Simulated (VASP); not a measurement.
Wanted: the native input for a VASP 6.6.1 run.

```
Task                   : single point
Functional             : LDA
Potentials or basis    : VASP PAW LDA potentials, release 64 (Co, O)
Cutoff                 : 520 eV
k mesh                 : 10 × 10 × 10
Occupations            : fermi-dirac, width 0.05 eV
Spin                   : collinear spin, ferromagnetic start
Starting moments       : [2.0, 0.0] μB
Dipole correction      : no
Further INCAR settings : ALGO = Normal; EDIFF = 1e-06; NBANDS = 18
```

The structure of CoO lies in POSCAR:

```
CoO
1.0
    1.6022198417      0.9250420569      2.5664708903
   -1.6022198417      0.9250420569      2.5664708903
    0.0000000000     -1.8500841138      2.5664708903
Co O
1 1
Direct
    0.9989783200      0.9989783200      0.9989783200
    0.7510210300      0.7510210300      0.7510210300
```

The input as run:

INCAR

```
SYSTEM = CoO
  PREC = Accurate
  ENCUT = 520
  EDIFF = 1E-6
  ISMEAR = -1
  SIGMA = 0.05
  LREAL = .FALSE.
  LASPH = .TRUE.
  NELM = 150
  ALGO = Normal
  ISIF = 2
  LWAVE = .FALSE.
  LCHARG = .FALSE.
  ISPIN = 2
  MAGMOM = 2 0
  LORBIT = 11
  LMAXMIX = 4
  NBANDS = 18
```

KPOINTS

```
regular mesh
0
G
  10 10 10
  0 0 0
```

Potentials or basis: VASP PAW LDA potentials, release 64 (Co, O).

Launch:

```sh
$ cat potpaw_LDA.64/Co/POTCAR potpaw_LDA.64/O/POTCAR > POTCAR
$ mpirun -np 1 vasp_std > vasp.out
```

Results of the run:

* Pressure: -17.6 GPa
* Largest force: 0.196 eV/Å
* Net moment: 2.41 μB per cell
* Site moments: Co +2.09; O +0.25 μB
* Valence electrons inside the program's atomic spheres: Co 8.04; O 4.94

Caveat: the cell stands under tension; a cell with one magnetic atom can't hold antiferromagnetic order, which such compounds often take.

It took 110 s on 1 thread of Intel Xeon 8259CL, with other jobs on the host, peak memory 0.19 GiB.
